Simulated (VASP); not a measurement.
# CdS (v.bB) (F-43m) in VASP: further runs

CdS (v.bB) is run at these levels: PBE; tasks: single point.

Everything below comes from runs of VASP 6.6.1. Logs are shortened: lines on timing, memory, paths and dates and some standing lists are left out, and cuts for length are marked.

### 1 The cell of the first run

The structure is cubic, space group F-43m (No. 216). The conventional cell has a = 5.927 Å, b = 5.927 Å, c = 5.927 Å, α = 90.00°, β = 90.00°, γ = 90.00°. Cd (site symmetry -43m) has 4 S at 2.57 Å within 3.4 Å. S (site symmetry -43m) has 4 Cd at 2.57 Å within 3.4 Å.

### 2 Single point, PBE

The input, INCAR:

```
  ALGO = Normal
  EDIFF = 1E-6
  ENCUT = 500
  GGA = PE
  GGA_COMPAT = F
  ISIF = 2
  ISMEAR = 0
  LASPH = T
  LCHARG = T
  LELF = T
  LREAL = F
  LVHAR = T
  LWAVE = F
  NBANDS = 16
  NELM = 120
  PREC = Accurate
  SIGMA = 0.02
```

The input, KPOINTS:

```
k-points
0
Gamma
  8 8 8
```

The input, POSCAR:

```
CdS
1.0
    0.0000000000      2.9634773636      2.9634773636
    2.9634773636      0.0000000000      2.9634773636
    2.9634773636      2.9634773636      0.0000000000
Cd S
1 1
Direct
    0.0000000000      0.0000000000      0.0000000000
    0.2500000000      0.2500000000      0.2500000000
```

Potentials or basis: VASP PAW PBE potentials, release 64 (Cd, S).

The run is started by

```console
$ cat potpaw_PBE.64/Cd/POTCAR potpaw_PBE.64/S/POTCAR > POTCAR
$ mpirun -np 1 vasp_std > vasp.out
```

OUTCAR:

```text
EDIFF = 1E-6
   ENCUT = 500
   GGA = PE
   ISIF = 2
   ISMEAR = 0
   LASPH = T
   LREAL = F
   NELM = 120
   PREC = Accurate

 ion  position               nearest neighbor table
   1  0.000  0.000  0.000-   2 2.57   2 2.57   2 2.57   2 2.57
   2  0.250  0.250  0.250-   1 2.57   1 2.57   1 2.57   1 2.57

  LATTYP: Found a face centered cubic cell.
 ALAT       =     5.9269547272

  Lattice vectors:

 A1 = (   0.0000000000,   2.9634773636,   2.9634773636)
 A2 = (   2.9634773636,   0.0000000000,   2.9634773636)
 A3 = (   2.9634773636,   2.9634773636,   0.0000000000)

Analysis of symmetry for initial positions (statically):
=====================================================================
 Subroutine PRICEL returns:
 Original cell was already a primitive cell.

 Routine SETGRP: Setting up the symmetry group for a
 face centered cubic supercell.

 Subroutine GETGRP returns: Found 24 space group operations
 (whereof 24 operations were pure point group operations)
 out of a pool of 48 trial point group operations.

The static configuration has the point symmetry T_d .

Analysis of symmetry for dynamics (positions and initial velocities):
=====================================================================
 Subroutine PRICEL returns:
 Original cell was already a primitive cell.

 Routine SETGRP: Setting up the symmetry group for a
 face centered cubic supercell.

 Subroutine GETGRP returns: Found 24 space group operations
 (whereof 24 operations were pure point group operations)
 out of a pool of 48 trial point group operations.

The dynamic configuration has the point symmetry T_d .

 Subroutine INISYM returns: Found 24 space group operations
 (whereof 24 operations are pure point group operations),
 and found     1 'primitive' translations

----------------------------------------------------------------------------------------

                                     Primitive cell

  volume of cell :      52.0517

  direct lattice vectors                    reciprocal lattice vectors
     0.000000000  2.963477364  2.963477364    -0.168720708  0.168720708  0.168720708
     2.963477364  0.000000000  2.963477364     0.168720708 -0.168720708  0.168720708
     2.963477364  2.963477364  0.000000000     0.168720708  0.168720708 -0.168720708

  length of vectors
     4.190989879  4.190989879  4.190989879     0.292232839  0.292232839  0.292232839

  position of ions in fractional coordinates (direct lattice)
     0.000000000  0.000000000  0.000000000
     0.250000000  0.250000000  0.250000000

  ion indices of the primitive-cell ions
   primitive index   ion index
                 1           1
                 2           2

----------------------------------------------------------------------------------------

 KPOINTS: k-points

Automatic generation of k-mesh.
 Grid dimensions read from file:
 generate k-points for:    8    8    8

 Generating k-lattice:

  Cartesian coordinates                     Fractional coordinates (reciprocal lattice)
    -0.021090089  0.021090089  0.021090089     0.125000000  0.000000000  0.000000000
     0.021090089 -0.021090089  0.021090089     0.000000000  0.125000000  0.000000000
     0.021090089  0.021090089 -0.021090089     0.000000000  0.000000000  0.125000000

  Length of vectors
     0.036529105  0.036529105  0.036529105

  Shift w.r.t. Gamma in fractional coordinates (k-lattice)
     0.000000000  0.000000000  0.000000000

 Subroutine IBZKPT returns following result:
 ===========================================

 Found     29 irreducible k-points:

 Following reciprocal coordinates:
            Coordinates               Weight
  0.000000  0.000000  0.000000      1.000000
  0.125000  0.000000  0.000000      8.000000
  0.250000  0.000000  0.000000      8.000000
  0.375000  0.000000  0.000000      8.000000
  0.500000  0.000000  0.000000      4.000000
  0.125000  0.125000  0.000000      6.000000
[... 16 lines left out ...]
  0.500000  0.250000  0.125000     48.000000
 -0.375000  0.250000  0.125000     24.000000
 [... further k-points ...]
   k-points           NKPTS =     29   k-points in BZ     NKDIM =     29   number of bands    NBANDS=     16
   number of dos      NEDOS =    301   number of ions     NIONS =      2
   total plane-waves  NPLWV =  32768
   dimension x,y,z NGX =    32 NGY =   32 NGZ =   32
   dimension x,y,z NGXF=    64 NGYF=   64 NGZF=   64
   ions per type =               1   1
   NGX,Y,Z   is equivalent  to a cutoff of  12.69, 12.69, 12.69 a.u.
   NGXF,Y,Z  is equivalent  to a cutoff of  25.39, 25.39, 25.39 a.u.
 SYSTEM =  unknown system
   PREC   = accura    normal or accurate (medium, high low for compatibility)
   ISTART =      0    job   : 0-new  1-cont  2-samecut
   ICHARG =      2    charge: 1-file 2-atom 10-const
   ISPIN  =      1    spin polarized calculation?
   LNONCOLLINEAR =      F non collinear calculations
   LSORBIT =      F    spin-orbit coupling
   LASPH  =      T    aspherical Exc in radial PAW
   ENCUT  =  500.0 eV  36.75 Ry    6.06 a.u.   7.64  7.64  7.64*2*pi/ulx,y,z
   NELM   =    120;   NELMIN=  2; NELMDL= -5     # of ELM steps
   EDIFF  = 0.1E-05   stopping-criterion for ELM
   LREAL  =      F    real-space projection
   EDIFFG = 0.1E-04   stopping-criterion for IOM
   NSW    =      0    number of steps for IOM
   IBRION =     -1    ionic relax: 0-MD 1-quasi-New 2-CG
   NFREE  =      0    steps in history (QN), initial steepest desc. (CG)
   ISIF   =      2    stress and relaxation
   ISYM   =      2    0-nonsym 1-usesym 2-fastsym
   POTIM  = 0.5000    time-step for ionic-motion
   TEBEG  =    0.0;   TEEND  =   0.0 temperature during run
   PSTRESS=    0.0 pullay stress
   NELECT =      18.0000    total number of electrons
   NUPDOWN=      -1.0000    fix difference up-down
   EMIN   =  10.00;   EMAX   =-10.00  energy-range for DOS
   EFERMI =   0.00;   METHOD = LEGACY
   ISMEAR =     0;   SIGMA  =   0.02  broadening in eV -4-tet -1-fermi 0-gaus
   EFERMI_NEDOS =   21; number of points for ismear=-14 and -15
   IALGO  =     38    algorithm
   IMIX   =      4    mixing-type and parameters
     AMIX     =   0.40;   BMIX     =  1.00
     AMIX_MAG =   1.60;   BMIX_MAG =  1.00
  volume/ion in A,a.u.               =      26.03       175.63
  Fermi-wavevector in a.u.,A,eV,Ry     =   1.149090  2.171465 17.965240  1.320408
  Thomas-Fermi vector in A             =   2.285762
   LORBIT       =      0    0 simple, 1 ext, 2 COOP (PROOUT), +10 PAW based schemes
   GGA     = PE    functional components
   LHFCALC =     F    Hartree Fock is set to
   AEXX    =    0.0000 exact exchange contribution
   IVDW    =     0    specifies the selected vdW correction
   LEPSILON=     F    determine dielectric tensor
   LRPA    =     F    only Hartree local field effects (RPA)
 non-spin polarized calculation
 Gauss-broadening in eV      SIGMA  =   0.02
  energy-cutoff  :      500.00
  volume of cell :       52.05
 maximum number of plane-waves:      1363
   NGX = 15   NGY = 15   NGZ = 15

 number of electron      18.0000001 magnetization

 Free energy of the ion-electron system (eV)
  ---------------------------------------------------
  ext. energy  EPLUGINS =         0.00000000
  ---------------------------------------------------
  free energy    TOTEN  =        -6.14712733 eV

  energy without entropy =       -6.14712733  energy(sigma->0) =       -6.14712733

 E-fermi :   1.0598     XC(G=0):  -8.9271

 val. band max:        0.9160635646   @ k =   0.0000   0.0000   0.0000
 cond. band min:       1.9591564185   @ k =   0.0000   0.0000   0.0000
 fundamental gap:      1.0430928540
 Fermi energy:         1.0597727555

 k-point     1 :       0.0000    0.0000    0.0000
  band No.  band energies     occupation
      1     -11.1714      2.00000
      2      -6.6516      2.00000
      3      -6.6516      2.00000
      4      -6.6516      2.00000
      5      -6.2346      2.00000
      6      -6.2346      2.00000
[... 8 lines left out ...]
     15      12.3214      0.00000
     16      12.3214      0.00000

 k-point     2 :       0.1250    0.0000    0.0000
  band No.  band energies     occupation
      1     -11.1156      2.00000
      2      -6.6319      2.00000
      3      -6.6319      2.00000
      4      -6.6000      2.00000
      5      -6.2354      2.00000
      6      -6.2354      2.00000
[... 8 lines left out ...]
     15      11.7430      0.00000
     16      12.7110      0.00000

 k-point     3 :       0.2500    0.0000    0.0000
  band No.  band energies     occupation
      1     -10.9803      2.00000
      2      -6.5890      2.00000
      3      -6.5890      2.00000
      4      -6.4207      2.00000
      5      -6.2306      2.00000
      6      -6.2306      2.00000
[... 8 lines left out ...]
     15      11.5104      0.00000
     16      12.1283      0.00000

 k-point     4 :       0.3750    0.0000    0.0000
  band No.  band energies     occupation
      1     -10.8452      2.00000
      2      -6.5560      2.00000
      3      -6.5560      2.00000
      4      -6.2133      2.00000
      5      -6.2133      2.00000
      6      -6.1076      2.00000
[... 8 lines left out ...]
     15      12.3285      0.00000
     16      12.3285      0.00000

 k-point     5 :       0.5000    0.0000    0.0000
  band No.  band energies     occupation
      1     -10.7896      2.00000
      2      -6.5458      2.00000
      3      -6.5458      2.00000
      4      -6.2017      2.00000
      5      -6.2017      2.00000
      6      -5.8953      2.00000
[... 8 lines left out ...]
     15      13.3551      0.00000
     16      13.3551      0.00000

 k-point     6 :       0.1250    0.1250    0.0000
  band No.  band energies     occupation
      1     -11.0971      2.00000
      2      -6.6127      2.00000
      3      -6.6127      2.00000
      4      -6.6080      2.00000
      5      -6.2482      2.00000
      6      -6.2236      2.00000
[... 8 lines left out ...]
     15      12.4276      0.00000
     16      13.2748      0.00000
[... 267 lines left out ...]
 k-point    21 :       0.5000    0.5000    0.0000
  band No.  band energies     occupation
      1     -10.6716      2.00000
      2      -6.4530      2.00000
      3      -6.3478      2.00000
      4      -6.3478      2.00000
      5      -6.1592      2.00000
      6      -5.8344      2.00000
[... 8 lines left out ...]
     15      13.2619      0.00000
     16      14.2899      0.00000

 k-point    22 :       0.3750    0.2500    0.1250
  band No.  band energies     occupation
      1     -10.8810      2.00000
      2      -6.5421      2.00000
      3      -6.5198      2.00000
      4      -6.3642      2.00000
      5      -6.2245      2.00000
      6      -6.1782      2.00000
[... 8 lines left out ...]
     15      12.8207      0.00000
     16      14.6119      0.00000

 k-point    23 :       0.5000    0.2500    0.1250
  band No.  band energies     occupation
      1     -10.7748      2.00000
      2      -6.5110      2.00000
      3      -6.4886      2.00000
      4      -6.2874      2.00000
      5      -6.2048      2.00000
      6      -5.9635      2.00000
[... 8 lines left out ...]
     15      13.5270      0.00000
     16      13.8878      0.00000

 k-point    24 :      -0.3750    0.2500    0.1250
  band No.  band energies     occupation
      1     -10.7314      2.00000
      2      -6.5065      2.00000
      3      -6.4741      2.00000
      4      -6.2551      2.00000
      5      -6.2108      2.00000
      6      -5.7950      2.00000
[... 8 lines left out ...]
     15      13.0857      0.00000
     16      13.9285      0.00000

 [... further k-points ...]
[... 5 lines left out ...]
  --------------------------------------------------------------------------------------
  -------------------------------------------------------------------------------------
  Total        0.0893766      0.0893766      0.0893766      0.0000000      0.0000000      0.0000000
  in kB        2.7510576      2.7510576      2.7510576      0.0000000      0.0000000      0.0000000
  external PRESSURE =       2.7510576 kB  Pullay stress =       0.0000000 kB

 VOLUME and BASIS-vectors are now :
 -----------------------------------------------------------------------------
  energy-cutoff  :      500.00
  volume of cell :       52.05
      direct lattice vectors                 reciprocal lattice vectors
     0.000000000  2.963477364  2.963477364    -0.168720708  0.168720708  0.168720708
     2.963477364  0.000000000  2.963477364     0.168720708 -0.168720708  0.168720708
     2.963477364  2.963477364  0.000000000     0.168720708  0.168720708 -0.168720708

 POSITION                                       TOTAL-FORCE (eV/Angst)
 -----------------------------------------------------------------------------------
      0.00000      0.00000      0.00000         0.000000      0.000000      0.000000
      1.48174      1.48174      1.48174        -0.000000     -0.000000     -0.000000
 -----------------------------------------------------------------------------------
    total drift:                               -0.000000     -0.000000      0.000000

  FREE ENERGIE OF THE ION-ELECTRON SYSTEM (eV)
  ---------------------------------------------------
  free  energy   TOTEN  =        -6.1471273304 eV

  energy  without entropy=       -6.1471273304  energy(sigma->0) =       -6.14712733
```

It took 11 s on 1 thread of Intel Xeon Platinum 8559C (Emerald Rapids), shared host; peak memory 0.18 GiB.

What came out:

```yaml
Free_energy: -6.1471 eV
Pressure: 0.3 GPa
Band_gap_on_the_k_mesh: 1.04 eV, direct
```

### 3 Single point, PBE

The input, INCAR:

```
SYSTEM = CdS
ALGO = Normal ; EDIFF = 1E-6
ENCUT = 500 ; GGA = PE
GGA_COMPAT = .False. ; ISIF = 2
ISMEAR = 0 ; LASPH = .True.
LCHARG = .False. ; LREAL = .False.
LWAVE = .False. ; NBANDS = 16
NELM = 120 ; PREC = Accurate
SIGMA = 0.02
```

The input, KPOINTS:

```
k-points
0
Gamma
  8 8 8
  0 0 0
```

POSCAR is that of step 2.

Potentials or basis: VASP PAW PBE potentials, release 64 (Cd, S).

The run is started by

```console
$ cat potpaw_PBE.64/Cd/POTCAR potpaw_PBE.64/S/POTCAR > POTCAR
$ mpirun -np 1 vasp_std > vasp.out
```

It took 10 s on 1 thread of Intel Xeon Platinum 8559C (Emerald Rapids), shared host; peak memory 0.17 GiB.

The run converged. Its results:

* Free energy: -6.1471 eV
* Pressure: 0.3 GPa
* Band gap on the k mesh: 1.04 eV, direct

Levels at points of the mesh, in eV from the valence-band top:
```
           k point  band 5  band 6  band 7  band 8  band 9  band 10  band 11  band 12  band 13  band 14
(0.00, 0.00, 0.00)   -7.15   -7.15    0.00    0.00    0.00     1.04     6.55     6.55     6.55    11.17
(0.50, 0.00, 0.00)   -7.12   -6.81   -4.12   -0.69   -0.69     2.94     7.01     7.01     7.33    10.94
(0.50, 0.50, 0.00)   -7.08   -6.75   -3.75   -1.72   -1.72     3.63     4.28     9.04    10.49    10.49
```

A hybrid or GW would open this gap; PBE tends to underestimate it.
